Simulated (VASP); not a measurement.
Wanted: the native input for a VASP 6.6.1 run.

* Task: single point
* Functional: PBE
* Dispersion: D3(BJ)
* Potentials or basis: VASP PAW PBE potentials, release 64 (Sn_d, Se)
* Cutoff: 500 eV
* k mesh: 12 × 12 × 6
* Occupations: gaussian, width 0.03 eV
* Spin: no spin polarisation
* Dipole correction: no
* Further INCAR settings: ALGO = Normal; EDIFF = 1e-06; NBANDS = 20

The structure of SnSe2 lies in POSCAR:

```
SnSe2
1.0
    3.8400433021      0.0000000000      0.0000000000
   -1.9200216511      3.3255750513      0.0000000000
    0.0000000000      0.0000000000      6.9835000000
Sn Se
1 2
Direct
    0.0000000000      0.0000000000      0.0000000000
    0.3333333333      0.6666666667      0.2651331237
    0.6666666667      0.3333333333      0.7348668763
```

These files were run (other wordings do the same):

INCAR

```
SYSTEM = SnSe2
PREC = Accurate
ENCUT = 500
EDIFF = 1E-6
ISMEAR = 0
SIGMA = 0.03
LREAL = .False.
LASPH = .True.
NELM = 120
ALGO = Normal
ISIF = 2
LWAVE = .False.
LCHARG = .True.
GGA = PE
IVDW = 12
LELF = .True.
LVHAR = .True.
NBANDS = 20
GGA_COMPAT = .False.
```

KPOINTS

```
regular mesh
0
Gamma
  12 12 6
  0 0 0
```

Potentials or basis: VASP PAW PBE potentials, release 64 (Sn_d, Se).

Launch:

```bash
$ cat potpaw_PBE.64/Sn_d/POTCAR potpaw_PBE.64/Se/POTCAR > POTCAR
$ mpirun -np 1 vasp_std > vasp.out
```

It gave:

```yaml
Pressure: -6.7 GPa
Largest_force: 1.663 eV/Å
Band_gap_on_the_k_mesh: zero (band 13 reaches 3.13 eV, above the bottom of band 14 at 2.79 eV)
Dispersion_energy_per_atom: -0.311 eV
```

Caveat: spin-orbit coupling is left out, which moves the levels of the heavy elements; forces of over 1 eV/Å act on the atoms, so gaps and moduli don't describe the material at rest.

Run time: 61 s on 1 thread of Intel(R) Xeon(R) 6975P-C (Granite Rapids), with other jobs on the host, peak memory 0.31 GiB.
